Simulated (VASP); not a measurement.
# ZrSi2 in VASP: single point with PBEsol

Aim: the single point of ZrSi2 with PBEsol.

Everything below comes from runs of VASP 6.6.1. Logs are shortened: lines on timing, memory, paths and dates and some standing lists are left out, and cuts for length are marked.

## (1) The cell of the first run

The cell holds a slab with vacuum, 24 atoms: a = 3.657 Å, b = 7.511 Å, c = 28.504 Å, α = 90.00°, β = 90.00°, γ = 90.00°.

## (2) Single point, PBEsol

Contents of INCAR:

```
SYSTEM = ZrSi2
PREC = Accurate ; ENCUT = 520
EDIFF = 1E-6 ; ISMEAR = 0
SIGMA = 0.1 ; LREAL = Auto
LASPH = .TRUE. ; NELM = 100
ALGO = Fast ; ISIF = 2
LWAVE = .FALSE. ; LCHARG = .TRUE.
LDIPOL = .TRUE. ; IDIPOL = 3
DIPOL = 0.5 0.5 0.500 ; GGA = PS
LELF = .TRUE. ; LVHAR = .TRUE.
LVACPOTAV = .TRUE. ; NBANDS = 98
```

Contents of KPOINTS:

```
regular mesh
0
G
  10 5 1
  0 0 0
```

Contents of POSCAR:

```
ZrSi2
1.0
    3.6567655739      0.0000000000      0.0000000000
    0.0000000000      7.5110806300      0.0000000000
    0.0000000000      0.0000000000     28.5044932788
Zr Si
8 16
Direct
    0.2500000000      0.0772578309      0.2631164121
    0.7500000000      0.5637988796      0.3619259098
    0.2500000000      0.9576100678      0.3881023048
    0.7500000000      0.4441511164      0.4869118025
    0.2500000000      0.8379623046      0.5130881975
    0.7500000000      0.3245033533      0.6118976952
    0.2500000000      0.7183145415      0.6380740902
    0.7500000000      0.2048555901      0.7368835879
    0.7500000000      0.3508761427      0.2813036582
    0.2500000000      0.7190673628      0.3057771092
    0.7500000000      0.9219893478      0.3192652127
    0.2500000000      0.2901805679      0.3437386637
    0.7500000000      0.2312283795      0.4062895509
    0.2500000000      0.5994195996      0.4307630019
    0.7500000000      0.8023415846      0.4442511054
    0.2500000000      0.1705328047      0.4687245564
    0.7500000000      0.1115806164      0.5312754436
    0.2500000000      0.4797718365      0.5557488946
    0.7500000000      0.6826938215      0.5692369981
    0.2500000000      0.0508850416      0.5937104491
    0.7500000000      0.9919328532      0.6562613363
    0.2500000000      0.3601240733      0.6807347873
    0.7500000000      0.5630460583      0.6942228908
    0.2500000000      0.9312372784      0.7186963418
```

Potentials or basis: VASP PAW PBE potentials, release 64 (Zr_sv, Si).

Started as:

```bash
cat potpaw_PBE.64/Zr_sv/POTCAR potpaw_PBE.64/Si/POTCAR > POTCAR
mpirun -np 1 vasp_std > vasp.out
```

OUTCAR:

```text
SYSTEM = ZrSi2
   PREC = Accurate
   ENCUT = 520
   EDIFF = 1E-6
   ISMEAR = 0
   LREAL = Auto
   LASPH = .TRUE.
   NELM = 100
   ISIF = 2
   GGA = PS

 ion  position               nearest neighbor table
   1  0.250  0.077  0.263-  11 2.70  11 2.70   9 2.80   9 2.80  12 2.80  10 2.95   3 3.67
   2  0.750  0.564  0.362-  14 2.70  14 2.70  10 2.70  10 2.70  12 2.80  12 2.80  13 2.80   9 2.80
                            11 2.95  15 2.95   3 3.56   3 3.56   4 3.67
   3  0.250  0.958  0.388-  11 2.70  11 2.70  15 2.70  15 2.70  13 2.80  13 2.80  12 2.80  16 2.80
                            14 2.95  10 2.95   2 3.56   2 3.56   1 3.67   5 3.67
   4  0.750  0.444  0.487-  18 2.70  18 2.70  14 2.70  14 2.70  16 2.80  16 2.80  17 2.80  13 2.80
                            15 2.95  19 2.95   5 3.56   5 3.56   6 3.67   2 3.67
   5  0.250  0.838  0.513-  15 2.70  15 2.70  19 2.70  19 2.70  17 2.80  17 2.80  16 2.80  20 2.80
                            18 2.95  14 2.95   4 3.56   4 3.56   7 3.67   3 3.67
   6  0.750  0.325  0.612-  22 2.70  22 2.70  18 2.70  18 2.70  20 2.80  20 2.80  21 2.80  17 2.80
                            19 2.95  23 2.95   7 3.56   7 3.56   4 3.67   8 3.67
   7  0.250  0.718  0.638-  19 2.70  19 2.70  23 2.70  23 2.70  21 2.80  21 2.80  20 2.80  24 2.80
                            22 2.95  18 2.95   6 3.56   6 3.56   5 3.67
   8  0.750  0.205  0.737-  22 2.70  22 2.70  24 2.80  24 2.80  21 2.80  23 2.95   6 3.67
   9  0.750  0.351  0.281-  12 2.59  12 2.59   1 2.80   1 2.80   2 2.80
  10  0.250  0.719  0.306-  11 2.41  11 2.41   2 2.70   2 2.70   1 2.95   3 2.95
  11  0.750  0.922  0.319-  10 2.41  10 2.41   3 2.70   3 2.70   1 2.70   1 2.70   2 2.95
  12  0.250  0.290  0.344-  13 2.59  13 2.59   9 2.59   9 2.59   2 2.80   2 2.80   3 2.80   1 2.80

  13  0.750  0.231  0.406-  12 2.59  12 2.59  16 2.59  16 2.59   3 2.80   3 2.80   2 2.80   4 2.80

  14  0.250  0.599  0.431-  15 2.41  15 2.41   2 2.70   2 2.70   4 2.70   4 2.70   3 2.95   5 2.95
[... 13 lines left out ...]
  21  0.750  0.992  0.656-  20 2.59  20 2.59  24 2.59  24 2.59   7 2.80   7 2.80   6 2.80   8 2.80

  22  0.250  0.360  0.681-  23 2.41  23 2.41   6 2.70   6 2.70   8 2.70   8 2.70   7 2.95
  23  0.750  0.563  0.694-  22 2.41  22 2.41   7 2.70   7 2.70   8 2.95   6 2.95
  24  0.250  0.931  0.719-  21 2.59  21 2.59   8 2.80   8 2.80   7 2.80

  LATTYP: Found a simple orthorhombic cell.
 ALAT       =     3.6567655739
 B/A-ratio  =     2.0540230097
 C/A-ratio  =     7.7950015397

  Lattice vectors:

 A1 = (   3.6567655739,   0.0000000000,   0.0000000000)
 A2 = (   0.0000000000,   7.5110806300,   0.0000000000)
 A3 = (   0.0000000000,   0.0000000000,  28.5044932788)

Analysis of symmetry for initial positions (statically):
=====================================================================
 Subroutine PRICEL returns:
 Original cell was already a primitive cell.

 Routine SETGRP: Setting up the symmetry group for a
[... 177 lines left out ...]
   IMIX   =      4    mixing-type and parameters
     AMIX     =   0.40;   BMIX     =  1.00
     AMIX_MAG =   1.60;   BMIX_MAG =  1.00
  volume/ion in A,a.u.               =      32.62       220.14
  Fermi-wavevector in a.u.,A,eV,Ry     =   0.964296  1.822256 12.651615  0.929868
  Thomas-Fermi vector in A             =   2.093916
   LORBIT       =      0    0 simple, 1 ext, 2 COOP (PROOUT), +10 PAW based schemes
   GGA     = PS    functional components
   LHFCALC =     F    Hartree Fock is set to
   AEXX    =    0.0000 exact exchange contribution
   IVDW    =     0    specifies the selected vdW correction
   LEPSILON=     F    determine dielectric tensor
   LRPA    =     F    only Hartree local field effects (RPA)
 non-spin polarized calculation
 RMM-DIIS sequential band-by-band and
 Gauss-broadening in eV      SIGMA  =   0.10
  energy-cutoff  :      520.00
  volume of cell :      782.91
 maximum number of plane-waves:     21146
 NGX is ok and might be reduce to    28
   NGX = 13   NGY = 27   NGZ =105

 dipolmoment           0.000000      0.000000      0.000000 electrons x Angstroem

 number of electron     159.9999998 magnetization

 dipolmoment           0.000000      0.000000     -0.000000 electrons x Angstroem

 Free energy of the ion-electron system (eV)
  ---------------------------------------------------
  ext. energy  EPLUGINS =         0.00000000
  ---------------------------------------------------
  free energy    TOTEN  =      -175.08012250 eV

  energy without entropy =     -175.02524464  energy(sigma->0) =     -175.05268357

 E-fermi :   3.4916     XC(G=0):  -6.4920

 val. band max:        3.4893801565   @ k =   0.0000   0.2000   0.0000
 cond. band min:       3.4995131588   @ k =   0.3000   0.4000   0.0000
 fundamental gap:      0.0101330023
 Fermi energy:         3.4916335424

 k-point     1 :       0.0000    0.0000    0.0000
  band No.  band energies     occupation
      1     -45.6650      2.00000
      2     -45.6650      2.00000
      3     -44.9605      2.00000
      4     -44.9455      2.00000
      5     -44.8414      2.00000
      6     -44.8413      2.00000
[... 1699 lines left out ...]
     91       5.7456      0.00000
     92       5.7563      0.00000
 [bands above 92 left out]

------------------------ aborting loop because EDIFF is reached ----------------------------------------

  FORCE on cell =-STRESS in cart. coord.  units (eV):
  Direction    XX          YY          ZZ          XY          YZ          ZX
  --------------------------------------------------------------------------------------
  -------------------------------------------------------------------------------------
  Total       -6.2668467     -8.2789445     -4.7841813      0.0000000     -0.8535232      0.0000000
  in kB      -12.8246873    -16.9423124     -9.7905106      0.0000000     -1.7466788      0.0000000
  external PRESSURE =     -13.1858368 kB  Pullay stress =       0.0000000 kB

 VOLUME and BASIS-vectors are now :
 -----------------------------------------------------------------------------
  energy-cutoff  :      520.00
  volume of cell :      782.91
      direct lattice vectors                 reciprocal lattice vectors
     3.656765574  0.000000000  0.000000000     0.273465712  0.000000000  0.000000000
     0.000000000  7.511080630  0.000000000     0.000000000  0.133136635  0.000000000
     0.000000000  0.000000000 28.504493279     0.000000000  0.000000000  0.035082188

 POSITION                                       TOTAL-FORCE (eV/Angst)
 -----------------------------------------------------------------------------------
      0.91419      0.58029      7.50000        -0.000000      0.297189      1.755908
      2.74257      4.23474     10.31651        -0.000000      0.164226      0.400355
      0.91419      7.19269     11.06266         0.000000     -0.080798      0.465357
      2.74257      3.33605     13.87917        -0.000000      0.119935     -0.027372
      0.91419      6.29400     14.62532         0.000000     -0.119935      0.027372
      2.74257      2.43737     17.44183        -0.000000      0.080798     -0.465357
[... 16 lines left out ...]
      2.74257      4.22908     19.78847         0.000000     -0.492281      1.223352
      0.91419      6.99460     20.48608        -0.000000      0.551324     -0.434615
 -----------------------------------------------------------------------------------
    total drift:                                0.000000     -0.000006     -0.000011

  FREE ENERGIE OF THE ION-ELECTRON SYSTEM (eV)
  ---------------------------------------------------
  free  energy   TOTEN  =      -175.0801225014 eV

  energy  without entropy=     -175.0252446387  energy(sigma->0) =     -175.05268357

 vacuum level on the upper side and lower side of the slab         6.513         6.513
```

OSZICAR:

```text
N       E                     dE             d eps       ncg     rms          rms(c)
DAV:   1     0.139651730056E+04    0.13965E+04   -0.72795E+04  3832   0.141E+03
DAV:   2    -0.419048118430E+02   -0.14384E+04   -0.13974E+04  4148   0.378E+02
DAV:   3    -0.168688077851E+03   -0.12678E+03   -0.12425E+03  4912   0.924E+01
[... 24 lines left out ...]
RMM:  28    -0.175080116893E+03   -0.35311E-05   -0.29465E-05  4097   0.781E-03    0.449E-03
RMM:  29    -0.175080118957E+03   -0.20639E-05   -0.21219E-05  3822   0.677E-03    0.523E-03
RMM:  30    -0.175080120614E+03   -0.16569E-05   -0.14174E-05  3635   0.608E-03    0.502E-03
RMM:  31    -0.175080121790E+03   -0.11759E-05   -0.11228E-05  3496   0.563E-03    0.442E-03
RMM:  32    -0.175080122501E+03   -0.71144E-06   -0.78676E-06  3373   0.523E-03
   1 F= -.17508012E+03 E0= -.17505268E+03  d E =-.548779E-01
```

Wall time 72 min (1 thread of Oxide Virtual Turin-like, shared host); peak memory 1.1 GiB.

What came out:

| Quantity | Value |
| --- | --- |
| Free energy | -175.0801 eV |
| Largest force | 1.781 eV/Å |
| Band gap on the k mesh | zero (bands 80 and 81 overlap by 0.42 eV) |

Forces in eV/Å, atoms in the order of the input:
```
Zr   0.000  0.297  1.756
Zr   0.000  0.164  0.400
Zr   0.000 -0.081  0.465
Zr   0.000  0.120 -0.027
Zr   0.000 -0.120  0.027
Zr   0.000  0.081 -0.465
Zr   0.000 -0.164 -0.400
Zr   0.000 -0.297 -1.756
Si   0.000 -0.551  0.435
Si   0.000  0.492 -1.223
Si   0.000 -0.074 -0.833
Si   0.000 -0.180 -0.885
Si   0.000 -0.062  0.099
Si   0.000  0.012 -0.081
Si   0.000  0.008 -0.107
Si   0.000  0.009 -0.214
Si   0.000 -0.009  0.214
Si   0.000 -0.008  0.107
Si   0.000 -0.012  0.081
Si   0.000  0.062 -0.099
Si   0.000  0.180  0.885
Si   0.000  0.074  0.833
Si   0.000 -0.492  1.223
Si   0.000  0.551 -0.435
```

Levels at points of the mesh, in eV from the Fermi level:
```
           k point  band 77  band 78  band 79  band 80  band 81  band 82  band 83  band 84
(0.00, 0.00, 0.00)    -0.65    -0.58    -0.13     0.17     0.20     0.22     0.59     0.68
(0.50, 0.00, 0.00)    -0.78    -0.78    -0.17    -0.17     0.13     0.13     0.63     0.63
```

Caveat: the PAW data sets were made with another functional, which shifts forces and pressure a little.
